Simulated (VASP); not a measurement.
# AlNi (P4/mmm) in VASP: notebook

AlNi is run at these levels: PBEsol; tasks: single point.

Everything below comes from runs of VASP 6.6.1. Logs are shortened: lines on timing, memory, paths and dates and some standing lists are left out, and cuts for length are marked.

## Step 1: The cell of the first run

Symmetry: P4/mmm, No. 123, tetragonal system. Conventional cell: a = 2.651 Å, b = 2.651 Å, c = 3.111 Å, α = 90.00°, β = 90.00°, γ = 90.00°. Within 3.2 Å of Al (site symmetry 4/mmm) lie 8 Ni at 2.44 Å and 6 Al at 2.65 to 3.11 Å. Within 3.2 Å of Ni (site symmetry 4/mmm) lie 8 Al at 2.44 Å and 6 Ni at 2.65 to 3.11 Å.

## Step 2: Single point, PBEsol (strain -0.080 along x and y, +0.080 along z)

Contents of INCAR:

```
PREC = Accurate ; ENCUT = 520
EDIFF = 1E-6 ; ISMEAR = 0
SIGMA = 0.15 ; LREAL = F
LASPH = T ; NELM = 60
ALGO = Normal ; ISIF = 2
LWAVE = F ; LCHARG = T
GGA = PS ; LELF = T
LVHAR = T ; NBANDS = 14
```

Contents of KPOINTS:

```
Automatic mesh
0
Gamma
  16 16 16
```

Contents of POSCAR:

```
AlNi
1.0
    2.6505200000      0.0000000000      0.0000000000
    0.0000000000      2.6505200000      0.0000000000
    0.0000000000      0.0000000000      3.1114800000
Al Ni
1 1
Direct
    0.0000000000      0.0000000000      0.0000000000
    0.5000000000      0.5000000000      0.5000000000
```

Potentials or basis: VASP PAW PBE potentials, release 64 (Al, Ni).

Started as:

```bash
> cat potpaw_PBE.64/Al/POTCAR potpaw_PBE.64/Ni/POTCAR > POTCAR
> mpirun -np 1 vasp_std > vasp.out
```

OUTCAR:

```text
PREC = Accurate
   ENCUT = 520
   EDIFF = 1E-6
   ISMEAR = 0
   LREAL = F
   LASPH = T
   NELM = 60
   ISIF = 2
   GGA = PS

 ion  position               nearest neighbor table
   1  0.000  0.000  0.000-   2 2.44   2 2.44   2 2.44   2 2.44   2 2.44   2 2.44   2 2.44   2 2.44

   2  0.500  0.500  0.500-   1 2.44   1 2.44   1 2.44   1 2.44   1 2.44   1 2.44   1 2.44   1 2.44

  LATTYP: Found a simple tetragonal cell.
 ALAT       =     2.6505200000
 C/A-ratio  =     1.1739130435

  Lattice vectors:

 A1 = (   2.6505200000,   0.0000000000,   0.0000000000)
 A2 = (   0.0000000000,   2.6505200000,   0.0000000000)
 A3 = (   0.0000000000,   0.0000000000,   3.1114800000)

Analysis of symmetry for initial positions (statically):
=====================================================================
 Subroutine PRICEL returns:
 Original cell was already a primitive cell.

 Routine SETGRP: Setting up the symmetry group for a
 simple tetragonal supercell.

 Subroutine GETGRP returns: Found 16 space group operations
 (whereof 16 operations were pure point group operations)
 out of a pool of 16 trial point group operations.

The static configuration has the point symmetry D_4h.

Analysis of symmetry for dynamics (positions and initial velocities):
=====================================================================
 Subroutine PRICEL returns:
 Original cell was already a primitive cell.

 Routine SETGRP: Setting up the symmetry group for a
 simple tetragonal supercell.

 Subroutine GETGRP returns: Found 16 space group operations
 (whereof 16 operations were pure point group operations)
 out of a pool of 16 trial point group operations.

The dynamic configuration has the point symmetry D_4h.

 Subroutine INISYM returns: Found 16 space group operations
 (whereof 16 operations are pure point group operations),
 and found     1 'primitive' translations

----------------------------------------------------------------------------------------

                                     Primitive cell

  volume of cell :      21.8589

  direct lattice vectors                    reciprocal lattice vectors
     2.650520000  0.000000000  0.000000000     0.377284457  0.000000000  0.000000000
     0.000000000  2.650520000  0.000000000     0.000000000  0.377284457  0.000000000
     0.000000000  0.000000000  3.111480000     0.000000000  0.000000000  0.321390464

  length of vectors
     2.650520000  2.650520000  3.111480000     0.377284457  0.377284457  0.321390464

  position of ions in fractional coordinates (direct lattice)
     0.000000000  0.000000000  0.000000000
     0.500000000  0.500000000  0.500000000
[... 84 lines left out ...]
   ISYM   =      2    0-nonsym 1-usesym 2-fastsym
   POTIM  = 0.5000    time-step for ionic-motion
   TEBEG  =    0.0;   TEEND  =   0.0 temperature during run
   PSTRESS=    0.0 pullay stress
   NELECT =      13.0000    total number of electrons
   NUPDOWN=      -1.0000    fix difference up-down
   EMIN   =  10.00;   EMAX   =-10.00  energy-range for DOS
   EFERMI =   0.00;   METHOD = LEGACY
   ISMEAR =     0;   SIGMA  =   0.15  broadening in eV -4-tet -1-fermi 0-gaus
   EFERMI_NEDOS =   21; number of points for ismear=-14 and -15
   IALGO  =     38    algorithm
   IMIX   =      4    mixing-type and parameters
     AMIX     =   0.40;   BMIX     =  1.00
     AMIX_MAG =   1.60;   BMIX_MAG =  1.00
  volume/ion in A,a.u.               =      10.93        73.76
  Fermi-wavevector in a.u.,A,eV,Ry     =   1.376722  2.601627 25.787982  1.895363
  Thomas-Fermi vector in A             =   2.501941
   LORBIT       =      0    0 simple, 1 ext, 2 COOP (PROOUT), +10 PAW based schemes
   GGA     = PS    functional components
   LHFCALC =     F    Hartree Fock is set to
   AEXX    =    0.0000 exact exchange contribution
   IVDW    =     0    specifies the selected vdW correction
   LEPSILON=     F    determine dielectric tensor
   LRPA    =     F    only Hartree local field effects (RPA)
 non-spin polarized calculation
 Gauss-broadening in eV      SIGMA  =   0.15
  energy-cutoff  :      520.00
  volume of cell :       21.86
 maximum number of plane-waves:       608
 NGX is ok and might be reduce to    20
   NGX =  9   NGY =  9   NGZ = 11

 number of electron      12.9999992 magnetization

 Free energy of the ion-electron system (eV)
  ---------------------------------------------------
  ext. energy  EPLUGINS =         0.00000000
  ---------------------------------------------------
  free energy    TOTEN  =       -11.44059133 eV

  energy without entropy =      -11.43169109  energy(sigma->0) =      -11.43614121

 E-fermi :  11.1446     XC(G=0): -12.6106

 val. band max:       11.1410096919   @ k =   0.3750   0.0625   0.2500
 cond. band min:      11.1495704500   @ k =   0.4375   0.4375   0.3750
 fundamental gap:      0.0085607581
 Fermi energy:        11.1446306702

 k-point     1 :       0.0000    0.0000    0.0000
  band No.  band energies     occupation
      1      -0.6977      2.00000
      2       7.2593      2.00000
      3       7.4901      2.00000
      4       9.3047      2.00000
      5       9.3047      2.00000
      6       9.7330      2.00000
      7      13.3745      0.00000
      8      18.0747      0.00000
      9      19.1605      0.00000
     10      19.1605      0.00000
     11      20.1819      0.00000
     12      27.3842      0.00000
     13      32.2112      0.00000
     14      32.2112      0.00000
[... 377 lines left out ...]
      1       4.3748      2.00000
      2       4.6742      2.00000
      3       7.9850      2.00000
      4       8.1428      2.00000
      5       8.8610      2.00000
      6       9.2553      2.00000
      7      10.8589      1.99294
      8      18.8219      0.00000
      9      18.9975      0.00000
     10      20.7580      0.00000
     11      21.1632      0.00000
     12      23.2126      0.00000
     13      24.4786      0.00000
     14      30.2230      0.00000

 [... further k-points ...]
[... 5 lines left out ...]
  --------------------------------------------------------------------------------------
  -------------------------------------------------------------------------------------
  Total        2.5479090      2.5479090      1.1699783      0.0000000     -0.0000000      0.0000000
  in kB      186.7520215    186.7520215     85.7549528      0.0000000     -0.0000000      0.0000000
  external PRESSURE =     153.0863319 kB  Pullay stress =       0.0000000 kB

 VOLUME and BASIS-vectors are now :
 -----------------------------------------------------------------------------
  energy-cutoff  :      520.00
  volume of cell :       21.86
      direct lattice vectors                 reciprocal lattice vectors
     2.650520000  0.000000000  0.000000000     0.377284457  0.000000000  0.000000000
     0.000000000  2.650520000  0.000000000     0.000000000  0.377284457  0.000000000
     0.000000000  0.000000000  3.111480000     0.000000000  0.000000000  0.321390464

 POSITION                                       TOTAL-FORCE (eV/Angst)
 -----------------------------------------------------------------------------------
      0.00000      0.00000      0.00000         0.000000      0.000000      0.000000
      1.32526      1.32526      1.55574         0.000000      0.000000      0.000000
 -----------------------------------------------------------------------------------
    total drift:                               -0.000000      0.000000      0.000000

  FREE ENERGIE OF THE ION-ELECTRON SYSTEM (eV)
  ---------------------------------------------------
  free  energy   TOTEN  =       -11.4405913349 eV

  energy  without entropy=      -11.4316910877  energy(sigma->0) =      -11.43614121
```

stdout:

```text
POSCAR found type information on POSCAR AlNi
 POSCAR found :  2 types and       2 ions
 scaLAPACK will be used
 -----------------------------------------------------------------------------
|                                                                             |
|                                                                             |
|     You enforced a specific xc type in the INCAR file but a different       |
|     I HOPE YOU KNOW WHAT YOU ARE DOING!                                     |
|                                                                             |
 -----------------------------------------------------------------------------

 LDA part: xc-table for (Slater+PW92), standard interpolation
 POSCAR, INCAR and KPOINTS ok, starting setup
 FFT: planning ... GRIDC
 FFT: planning ... GRID_SOFT
 FFT: planning ... GRID
 WAVECAR not read
 entering main loop
```

Run time: 65 s. Hardware: 1 thread of AMD EPYC 9R45 (Zen 5), shared host; peak memory 0.2 GiB.

Results:

```yaml
Free_energy: -11.4406 eV
Pressure: 15.3 GPa
```

Stress tensor (GPa, compression positive):
```
18.68  0.00  0.00
 0.00 18.68  0.00
 0.00  0.00  8.58
```

Caveat: the cell differs from its parent crystal (strain -0.080 along x and y, +0.080 along z); the PAW data sets were made with another functional, which shifts forces and pressure a little.

## Step 3: Single point, PBEsol (strain -0.040 along x and y, +0.080 along z)

Contents of INCAR:

```
SYSTEM = AlNi
  PREC = Accurate
  ENCUT = 520
  EDIFF = 1E-7
  ISMEAR = 0
  SIGMA = 0.15
  LREAL = .FALSE.
  LASPH = .TRUE.
  NELM = 80
  ALGO = Normal
  ISIF = 2
  LWAVE = .FALSE.
  LCHARG = .FALSE.
  GGA = PS
  NBANDS = 14
```

Contents of KPOINTS:

```
Automatic mesh
0
G
  16 16 16
  0 0 0
```

Contents of POSCAR:

```
AlNi
1.0
    2.7657600000      0.0000000000      0.0000000000
    0.0000000000      2.7657600000      0.0000000000
    0.0000000000      0.0000000000      3.1114800000
Al Ni
1 1
Direct
    0.0000000000      0.0000000000      0.0000000000
    0.5000000000      0.5000000000      0.5000000000
```

Potentials or basis: VASP PAW PBE potentials, release 64 (Al, Ni).

Started as:

```bash
> cat potpaw_PBE.64/Al/POTCAR potpaw_PBE.64/Ni/POTCAR > POTCAR
> mpirun -np 1 vasp_std > vasp.out
```

It took 76 s on 1 thread of AMD EPYC 9R45 (Zen 5), shared host; peak memory 0.22 GiB.

It converged, with:

* Free energy: -11.5469 eV
* Pressure: -1.8 GPa

Stress tensor (GPa, compression positive):
```
 0.20  0.00  0.00
 0.00  0.20  0.00
 0.00  0.00 -5.86
```

Levels at points of the mesh, in eV from the Fermi level:
```csv
k point,band 5,band 6,band 7,band 8,band 9,band 10
"(0.00, 0.00, 0.00)",-1.63,-1.33,2.93,6.97,6.97,7.14
"(0.50, 0.00, 0.00)",-2.04,-1.51,-0.36,7.75,7.92,9.29
"(0.50, 0.50, 0.00)",-2.34,-2.34,-0.84,2.18,3.22,10.69
"(0.00, 0.00, 0.50)",-2.06,-1.29,-1.22,8.40,11.11,11.11
"(0.50, 0.00, 0.50)",-1.96,-1.88,-1.20,1.27,2.15,13.45
"(0.50, 0.50, 0.50)",-0.83,1.86,2.14,2.14,3.84,4.07
```

Caveat: the cell differs from its parent crystal (strain -0.040 along x and y, +0.080 along z); the PAW data sets were made with another functional, which shifts forces and pressure a little. Spin polarisation is off, so any magnetic state and its effect on volume and gap are missing.
